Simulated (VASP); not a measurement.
A run of VASP 6.6.1:

File POSCAR:

```
Y
1.0
    0.0000000000      2.6838000000      2.2862000000
    2.6838000000      0.0000000000      2.2862000000
    2.6838000000      2.6838000000      0.0000000000
Y
1
Direct
    0.0000000000      0.0000000000      0.0000000000
```

The input INCAR.step1:

```
SYSTEM = Y
PREC     = Accurate       ! precision mode
ENCUT    = 520            ! plane-wave cutoff, eV
ISMEAR   = 0              ! smearing method
SIGMA    = 0.15           ! smearing width, eV
LREAL    = .False.        ! projectors in reciprocal space
LASPH    = .True.         ! aspherical terms in the spheres
NELM     = 80             ! most SCF steps
NBANDS   = 12             ! bands
GGA      = PE             ! functional
ALGO     = Normal         ! electronic algorithm
EDIFF    = 1E-4           ! SCF threshold, eV
LWAVE    = .True.         ! write WAVECAR
LCHARG   = .False.        ! write CHGCAR
```

INCAR.step2

```
SYSTEM = Y
PREC     = Accurate       ! precision mode
ENCUT    = 520            ! plane-wave cutoff, eV
EDIFF    = 1E-7           ! SCF threshold, eV
ISMEAR   = 0              ! smearing method
SIGMA    = 0.15           ! smearing width, eV
LREAL    = .False.        ! projectors in reciprocal space
LASPH    = .True.         ! aspherical terms in the spheres
NELM     = 80             ! most SCF steps
ALGO     = Normal         ! electronic algorithm
ISIF     = 2              ! what is computed and relaxed
LWAVE    = .False.        ! write WAVECAR
LCHARG   = .False.        ! write CHGCAR
METAGGA  = R2SCAN         ! meta-GGA
LMIXTAU  = .True.       
NBANDS   = 12             ! bands
ISTART   = 1
```

KPOINTS

```
Automatic mesh
0
Gamma
  16 16 16
  0 0 0
```

Potentials or basis: VASP PAW PBE potentials, release 64 (Y_sv).

Run with:

```sh
$ cat potpaw_PBE.64/Y_sv/POTCAR > POTCAR
$ cp INCAR.step1 INCAR
$ mpirun -np 1 vasp_std > vasp.out
$ cp INCAR.step2 INCAR
$ mpirun -np 1 vasp_std > vasp.out
```

Hardware: 1 thread of Intel(R) Xeon(R) 6975P-C (Granite Rapids), on a shared host.

Q: Estimate the wall time of this run.

A: Wall time 4.7 min on 1 thread of Intel(R) Xeon(R) 6975P-C (Granite Rapids), on a shared host, peak memory 0.3 GiB. Counts: k points 349.
